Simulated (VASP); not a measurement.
# MgO (Fm-3m) in VASP: notebook

MgO is run at these levels: PBE; tasks: electric field gradients.

All numbers are computed with VASP 6.6.1; they aren't measurements. Logs are shortened: lines on timing, memory, paths and dates and some standing lists are left out, and cuts for length are marked.

**Measured values to compare with.**

“Electronic structure of alkaline earth and post-transition metal oxides”, 2009, arxiv:0908.1581 quotes, for a bulk crystal of MgO: band gap 7.83 eV.

The runs below are set against these values where they give the same quantity.

## Step 1: The cell of the first run

The structure is cubic, space group Fm-3m (No. 225). The conventional cell has a = 4.270 Å, b = 4.270 Å, c = 4.270 Å, α = 90.00°, β = 90.00°, γ = 90.00°. Mg (site symmetry m-3m) has 6 O at 2.14 Å within 2.8 Å. O (site symmetry m-3m) has 6 Mg at 2.14 Å within 2.8 Å.

## Step 2: Electric field gradients, PBE

INCAR

```
SYSTEM = MgO
PREC = Accurate
ENCUT = 520
EDIFF = 1E-8
ISMEAR = -1
SIGMA = 0.01
LREAL = .False.
LASPH = .True.
NELM = 80
ALGO = Normal
ISIF = 2
LWAVE = .False.
LCHARG = .False.
GGA = PE
LEFG = .True.
NBANDS = 11
```

KPOINTS

```
regular mesh
0
Gamma
  10 10 10
  0 0 0
```

POSCAR

```
MgO
1.0
    0.0000000000      2.1351500000      2.1351500000
    2.1351500000      0.0000000000      2.1351500000
    2.1351500000      2.1351500000      0.0000000000
Mg O
1 1
Direct
    0.0000000000      0.0000000000      0.0000000000
    0.5000000000      0.5000000000      0.5000000000
```

Potentials or basis: VASP PAW PBE potentials, release 64 (Mg, O).

Started as:

```sh
> cat potpaw_PBE.64/Mg/POTCAR potpaw_PBE.64/O/POTCAR > POTCAR
> mpirun -np 1 vasp_std > vasp.out
```

OUTCAR:

```text
SYSTEM = MgO
   PREC = Accurate
   ENCUT = 520
   EDIFF = 1E-8
   ISMEAR = -1
   LREAL = .False.
   LASPH = .True.
   NELM = 80
   ISIF = 2
   GGA = PE

 ion  position               nearest neighbor table
   1  0.000  0.000  0.000-   2 2.14   2 2.14   2 2.14   2 2.14   2 2.14   2 2.14
   2  0.500  0.500  0.500-   1 2.14   1 2.14   1 2.14   1 2.14   1 2.14   1 2.14

  LATTYP: Found a face centered cubic cell.
 ALAT       =     4.2703000000

  Lattice vectors:

 A1 = (   0.0000000000,   2.1351500000,   2.1351500000)
 A2 = (   2.1351500000,   0.0000000000,   2.1351500000)
 A3 = (   2.1351500000,   2.1351500000,   0.0000000000)

Analysis of symmetry for initial positions (statically):
=====================================================================
 Subroutine PRICEL returns:
 Original cell was already a primitive cell.

 Routine SETGRP: Setting up the symmetry group for a
 face centered cubic supercell.

 Subroutine GETGRP returns: Found 48 space group operations
 (whereof 48 operations were pure point group operations)
 out of a pool of 48 trial point group operations.

The static configuration has the point symmetry O_h .

Analysis of symmetry for dynamics (positions and initial velocities):
=====================================================================
 Subroutine PRICEL returns:
 Original cell was already a primitive cell.

 Routine SETGRP: Setting up the symmetry group for a
 face centered cubic supercell.

 Subroutine GETGRP returns: Found 48 space group operations
 (whereof 48 operations were pure point group operations)
 out of a pool of 48 trial point group operations.

The dynamic configuration has the point symmetry O_h .

 Subroutine INISYM returns: Found 48 space group operations
 (whereof 48 operations are pure point group operations),
 and found     1 'primitive' translations

----------------------------------------------------------------------------------------

                                     Primitive cell

  volume of cell :      19.4677

  direct lattice vectors                    reciprocal lattice vectors
     0.000000000  2.135150000  2.135150000    -0.234175585  0.234175585  0.234175585
     2.135150000  0.000000000  2.135150000     0.234175585 -0.234175585  0.234175585
     2.135150000  2.135150000  0.000000000     0.234175585  0.234175585 -0.234175585

  length of vectors
     3.019558088  3.019558088  3.019558088     0.405604011  0.405604011  0.405604011

  position of ions in fractional coordinates (direct lattice)
     0.000000000  0.000000000  0.000000000
     0.500000000  0.500000000  0.500000000

  ion indices of the primitive-cell ions
   primitive index   ion index
                 1           1
                 2           2

----------------------------------------------------------------------------------------

 KPOINTS: regular mesh

Automatic generation of k-mesh.
 Grid dimensions read from file:
 generate k-points for:   10   10   10

 Generating k-lattice:

  Cartesian coordinates                     Fractional coordinates (reciprocal lattice)
    -0.023417558  0.023417558  0.023417558     0.100000000  0.000000000  0.000000000
     0.023417558 -0.023417558  0.023417558     0.000000000  0.100000000  0.000000000
     0.023417558  0.023417558 -0.023417558     0.000000000  0.000000000  0.100000000

  Length of vectors
     0.040560401  0.040560401  0.040560401

  Shift w.r.t. Gamma in fractional coordinates (k-lattice)
     0.000000000  0.000000000  0.000000000

 Subroutine IBZKPT returns following result:
 ===========================================

 Found     47 irreducible k-points:

 Following reciprocal coordinates:
            Coordinates               Weight
  0.000000  0.000000  0.000000      1.000000
  0.100000  0.000000  0.000000      8.000000
  0.200000  0.000000  0.000000      8.000000
  0.300000  0.000000  0.000000      8.000000
  0.400000  0.000000  0.000000      8.000000
  0.500000  0.000000  0.000000      4.000000
[... 16 lines left out ...]
  0.300000  0.300000  0.000000      6.000000
  0.400000  0.300000  0.000000     24.000000
 [... further k-points ...]
   k-points           NKPTS =     47   k-points in BZ     NKDIM =     47   number of bands    NBANDS=     11
   number of dos      NEDOS =    301   number of ions     NIONS =      2
   total plane-waves  NPLWV =  13824
   dimension x,y,z NGX =    24 NGY =   24 NGZ =   24
   dimension x,y,z NGXF=    48 NGYF=   48 NGZF=   48
   ions per type =               1   1
   NGX,Y,Z   is equivalent  to a cutoff of  13.21, 13.21, 13.21 a.u.
   NGXF,Y,Z  is equivalent  to a cutoff of  26.43, 26.43, 26.43 a.u.
 SYSTEM =  MgO
   PREC   = accura    normal or accurate (medium, high low for compatibility)
   ISTART =      0    job   : 0-new  1-cont  2-samecut
   ICHARG =      2    charge: 1-file 2-atom 10-const
   ISPIN  =      1    spin polarized calculation?
   LNONCOLLINEAR =      F non collinear calculations
   LSORBIT =      F    spin-orbit coupling
   LASPH  =      T    aspherical Exc in radial PAW
   ENCUT  =  520.0 eV  38.22 Ry    6.18 a.u.   5.61  5.61  5.61*2*pi/ulx,y,z
   NELM   =     80;   NELMIN=  2; NELMDL= -5     # of ELM steps
   EDIFF  = 0.1E-07   stopping-criterion for ELM
   LREAL  =      F    real-space projection
   EDIFFG = 0.1E-06   stopping-criterion for IOM
   NSW    =      0    number of steps for IOM
   IBRION =     -1    ionic relax: 0-MD 1-quasi-New 2-CG
   NFREE  =      0    steps in history (QN), initial steepest desc. (CG)
   ISIF   =      2    stress and relaxation
   ISYM   =      2    0-nonsym 1-usesym 2-fastsym
   POTIM  = 0.5000    time-step for ionic-motion
   TEBEG  =    0.0;   TEEND  =   0.0 temperature during run
   PSTRESS=    0.0 pullay stress
   NELECT =       8.0000    total number of electrons
   NUPDOWN=      -1.0000    fix difference up-down
   EMIN   =  10.00;   EMAX   =-10.00  energy-range for DOS
   EFERMI =   0.00;   METHOD = LEGACY
   ISMEAR =    -1;   SIGMA  =   0.01  broadening in eV -4-tet -1-fermi 0-gaus
   EFERMI_NEDOS =   21; number of points for ismear=-14 and -15
   IALGO  =     38    algorithm
   IMIX   =      4    mixing-type and parameters
     AMIX     =   0.40;   BMIX     =  1.00
     AMIX_MAG =   1.60;   BMIX_MAG =  1.00
  volume/ion in A,a.u.               =       9.73        65.69
  Fermi-wavevector in a.u.,A,eV,Ry     =   1.217119  2.300022 20.155386  1.481379
  Thomas-Fermi vector in A             =   2.352450
   LORBIT       =      0    0 simple, 1 ext, 2 COOP (PROOUT), +10 PAW based schemes
   GGA     = PE    functional components
   LHFCALC =     F    Hartree Fock is set to
   AEXX    =    0.0000 exact exchange contribution
   IVDW    =     0    specifies the selected vdW correction
   LEPSILON=     F    determine dielectric tensor
   LRPA    =     F    only Hartree local field effects (RPA)
 non-spin polarized calculation
  energy-cutoff  :      520.00
  volume of cell :       19.47
 maximum number of plane-waves:       544
   NGX = 11   NGY = 11   NGZ = 11

 number of electron       8.0000002 magnetization

 Free energy of the ion-electron system (eV)
  ---------------------------------------------------
  ext. energy  EPLUGINS =         0.00000000
  ---------------------------------------------------
  free energy    TOTEN  =       -11.90976119 eV

  energy without entropy =      -11.90976119  energy(sigma->0) =      -11.90976119

 E-fermi :   3.1691     XC(G=0): -10.8852

 val. band max:        2.8845109218   @ k =   0.0000   0.0000   0.0000
 cond. band min:       7.2204508353   @ k =   0.0000   0.0000   0.0000
 fundamental gap:      4.3359399134
 Fermi energy:         3.1690814453

 k-point     1 :       0.0000    0.0000    0.0000
  band No.  band energies     occupation
      1     -14.1729      2.00000
      2       2.8845      2.00000
      3       2.8845      2.00000
      4       2.8845      2.00000
      5       7.2205      0.00000
      6      18.4503      0.00000
      7      18.4503      0.00000
      8      18.4503      0.00000
      9      22.2600      0.00000
     10      23.9870      0.00000
     11      23.9870      0.00000
[... 309 lines left out ...]
 k-point    24 :       0.4000    0.3000    0.0000
  band No.  band energies     occupation
      1     -13.0270      2.00000
      2      -0.5582      2.00000
      3       1.6402      2.00000
      4       1.8487      2.00000
      5      12.0525      0.00000
      6      12.9337      0.00000
      7      16.0524      0.00000
      8      20.5257      0.00000
      9      20.7254      0.00000
     10      27.2670      0.00000
     11      29.0451      0.00000

 [... further k-points ...]

------------------------ aborting loop because EDIFF is reached ----------------------------------------

  FORCE on cell =-STRESS in cart. coord.  units (eV):
  Direction    XX          YY          ZZ          XY          YZ          ZX
  --------------------------------------------------------------------------------------
  -------------------------------------------------------------------------------------
  Total       -0.2948243     -0.2948243     -0.2948243      0.0000000     -0.0000000      0.0000000
  in kB      -24.2637924    -24.2637924    -24.2637924      0.0000000     -0.0000000      0.0000000
  external PRESSURE =     -24.2637924 kB  Pullay stress =       0.0000000 kB

 VOLUME and BASIS-vectors are now :
 -----------------------------------------------------------------------------
  energy-cutoff  :      520.00
  volume of cell :       19.47
      direct lattice vectors                 reciprocal lattice vectors
     0.000000000  2.135150000  2.135150000    -0.234175585  0.234175585  0.234175585
     2.135150000  0.000000000  2.135150000     0.234175585 -0.234175585  0.234175585
     2.135150000  2.135150000  0.000000000     0.234175585  0.234175585 -0.234175585

 POSITION                                       TOTAL-FORCE (eV/Angst)
 -----------------------------------------------------------------------------------
      0.00000      0.00000      0.00000         0.000000     -0.000000     -0.000000
      2.13515      2.13515      2.13515        -0.000000      0.000000      0.000000
 -----------------------------------------------------------------------------------
    total drift:                               -0.000000     -0.000000      0.000000

  FREE ENERGIE OF THE ION-ELECTRON SYSTEM (eV)
  ---------------------------------------------------
  free  energy   TOTEN  =       -11.9097611928 eV

  energy  without entropy=      -11.9097611928  energy(sigma->0) =      -11.90976119

 Electric field gradients (V/A^2)
---------------------------------------------------------------------
 ion       V_xx      V_yy      V_zz      V_xy      V_xz      V_yz
---------------------------------------------------------------------
   1      -0.000    -0.000    -0.000     0.000     0.000     0.000
   2      -0.000    -0.000    -0.000    -0.002    -0.002    -0.002
---------------------------------------------------------------------

 Electric field gradients after diagonalization (V/A^2)
 (convention: |V_zz| > |V_xx| > |V_yy|)
----------------------------------------------------------------------
 ion       V_xx      V_yy      V_zz     asymmetry (V_yy - V_xx)/ V_zz
----------------------------------------------------------------------
   1      -0.000    -0.000     0.000       0.000
   2       0.002     0.002    -0.005       0.000
----------------------------------------------------------------------

           NMR quadrupolar parameters

 Cq : quadrupolar parameter    Cq=e*Q*V_zz/h
 eta: asymmetry parameters     (V_yy - V_xx)/ V_zz
 Q  : nuclear electric quadrupole moment in mb (millibarn)
----------------------------------------------------------------------
 ion       Cq(MHz)       eta       Q (mb)
----------------------------------------------------------------------
   1       0.000       0.000       1.000
   2      -0.000       0.000       1.000
----------------------------------------------------------------------
```

It took 7.5 s on 1 thread of Intel Xeon Platinum 8488C (Sapphire Rapids), shared host; peak memory 0.14 GiB.

Results:

```
Free energy            : -11.9098 eV
Pressure               : -2.4 GPa
Band gap on the k mesh : 4.34 eV, direct
```

Levels at points of the mesh, in eV from the valence-band top:
```tsv
k point	band 1	band 2	band 3	band 4	band 5	band 6	band 7	band 8
(0.00, 0.00, 0.00)	-17.06	0.00	0.00	0.00	4.34	15.57	15.57	15.57
(0.50, 0.00, 0.00)	-15.87	-4.44	-0.61	-0.61	7.64	12.14	15.89	15.89
(0.50, 0.50, 0.00)	-15.63	-3.92	-1.29	-1.29	9.07	9.53	12.67	18.35
```

Caveat: without QUAD_EFG the Cq values of the log hold for a quadrupole moment of 1 mb, not for the nuclei.

## Step 3: Electric field gradients, PBE (volume scaled by 0.95)

INCAR

```
SYSTEM = MgO
  ALGO = Normal
  EDIFF = 1E-8
  ENCUT = 520
  GGA = PE
  ISIF = 2
  ISMEAR = -1
  LASPH = .True.
  LCHARG = .False.
  LEFG = .True.
  LREAL = .False.
  LWAVE = .False.
  NBANDS = 11
  NELM = 60
  PREC = Accurate
  SIGMA = 0.01
```

KPOINTS

```
k-points
0
Gamma
  10 10 10
  0 0 0
```

POSCAR

```
MgO
1.0
    0.0000000000      2.0989540244      2.0989540244
    2.0989540244      0.0000000000      2.0989540244
    2.0989540244      2.0989540244      0.0000000000
Mg O
1 1
Direct
    0.0000000000      0.0000000000      0.0000000000
    0.5000000000      0.5000000000      0.5000000000
```

Potentials or basis: VASP PAW PBE potentials, release 64 (Mg, O).

Started as:

```sh
> cat potpaw_PBE.64/Mg/POTCAR potpaw_PBE.64/O/POTCAR > POTCAR
> mpirun -np 1 vasp_std > vasp.out
```

OUTCAR:

```text
SYSTEM = MgO
   EDIFF = 1E-8
   ENCUT = 520
   GGA = PE
   ISIF = 2
   ISMEAR = -1
   LASPH = .True.
   LREAL = .False.
   NELM = 60
   PREC = Accurate

 ion  position               nearest neighbor table
   1  0.000  0.000  0.000-   2 2.10   2 2.10   2 2.10   2 2.10   2 2.10   2 2.10
   2  0.500  0.500  0.500-   1 2.10   1 2.10   1 2.10   1 2.10   1 2.10   1 2.10

  LATTYP: Found a face centered cubic cell.
 ALAT       =     4.1979080488

  Lattice vectors:

 A1 = (   0.0000000000,   2.0989540244,   2.0989540244)
[... 549 lines left out ...]
  ---------------------------------------------------
  free  energy   TOTEN  =       -11.8996676052 eV

  energy  without entropy=      -11.8996676052  energy(sigma->0) =      -11.89966761

 Electric field gradients (V/A^2)
---------------------------------------------------------------------
 ion       V_xx      V_yy      V_zz      V_xy      V_xz      V_yz
---------------------------------------------------------------------
   1       0.000     0.000     0.000     0.000     0.000     0.000
   2      -0.000    -0.000    -0.000    -0.002    -0.002    -0.002
---------------------------------------------------------------------

 Electric field gradients after diagonalization (V/A^2)
 (convention: |V_zz| > |V_xx| > |V_yy|)
----------------------------------------------------------------------
 ion       V_xx      V_yy      V_zz     asymmetry (V_yy - V_xx)/ V_zz
----------------------------------------------------------------------
   1      -0.000    -0.000     0.000       0.000
   2       0.002     0.002    -0.004       0.000
----------------------------------------------------------------------

           NMR quadrupolar parameters

 Cq : quadrupolar parameter    Cq=e*Q*V_zz/h
 eta: asymmetry parameters     (V_yy - V_xx)/ V_zz
 Q  : nuclear electric quadrupole moment in mb (millibarn)
----------------------------------------------------------------------
 ion       Cq(MHz)       eta       Q (mb)
----------------------------------------------------------------------
   1       0.000       0.000       1.000
   2      -0.000       0.000       1.000
----------------------------------------------------------------------
```

Wall time 6.2 s (1 thread of Intel Xeon Platinum 8488C (Sapphire Rapids), shared host); peak memory 0.14 GiB.

What came out:

| Item | Value |
| --- | --- |
| Free energy | -11.8997 eV |
| Pressure | 5.7 GPa |
| Band gap on the k mesh | 4.83 eV, direct |

Caveat: without QUAD_EFG the Cq values of the log hold for a quadrupole moment of 1 mb, not for the nuclei.

## Step 4: Comparison with measurements

Step 2. Against the measured gap of MgO, 7.83 eV (quoted in “Electronic structure of alkaline earth and post-transition metal oxides”, 2009, arxiv:0908.1581), the calculated 4.34 eV is off by -3.49 eV. The value is that of PBE, without temperature or zero-point motion. Semilocal functionals fall short of measured gaps as a rule.
